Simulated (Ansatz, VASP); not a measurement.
Na in VASP and in Ansatz

INCAR

```
ALGO = Fast
EDIFF = 1E-6
ENCUT = 520
GGA = CA
ISIF = 2
ISMEAR = 0
LASPH = True
LCHARG = True
LELF = True
LREAL = False
LVHAR = True
LWAVE = False
NBANDS = 10
NELM = 60
PREC = Accurate
SIGMA = 0.15
```

File KPOINTS:

```
k-points
0
Gamma
  8 8 8
```

The input POSCAR:

```
Na
1.0
    7.0233428623      0.0000000000     -0.3511671431
    0.0000000000      7.0233428623      0.0000000000
   -0.3511671431      0.0000000000      7.0233428623
Na
1
Direct
    0.0000000000      0.0000000000      0.0000000000
```

Input for Ansatz:

```yaml
crystal:
  lattice:
    - [7.0233428623, 0.0, -0.3511671431]
    - [0.0, 7.0233428623, 0.0]
    - [-0.3511671431, 0.0, 7.0233428623]
  atoms:
    - { symbol: Na, position: [0.0, 0.0, 0.0] }
basis:
  ecutwfc: 420
kpoints:
  mp_grid: { grid: [8, 8, 8] }
hamiltonian:
  xc: lda
scf:
  occupations: { method: gaussian, width: 0.15 }
output:
  forces: true
  stress: true
  eigenvalues: true
```

Change from the starting cell: strain -0.1000 x Voigt [0, 0, 0, 0, 1, 0], atoms carried along.

Alike in both runs: task single point; functional LDA; k mesh 8 × 8 × 8; occupations gaussian, width 0.15 eV; no spin polarisation.

```csv
,VASP,Ansatz
version,VASP 6.6.1,Ansatz 0.2.0
potentials or method,"VASP PAW LDA potentials, release 64 (Na_pv), cutoff 520 eV","scalar-relativistic, plane waves, PAW"
valence electrons in the cell,7,9
```

|  | VASP | Ansatz | Ansatz less VASP |
| --- | --- | --- | --- |
| gap on the k mesh at the Fermi level (eV) | none | none | - |
| pressure (GPa) | -0.1 | -0.1 | 0.00 |

LDA's correlation is that of Perdew and Zunger in VASP and of Perdew and Wang (1992) in Ansatz. A gap of «none» marks a metal or a gap that the smearing closes. VASP's potentials hold 7 valence electrons a cell and Ansatz's 9, so a difference there can come from the potentials and not from the codes.
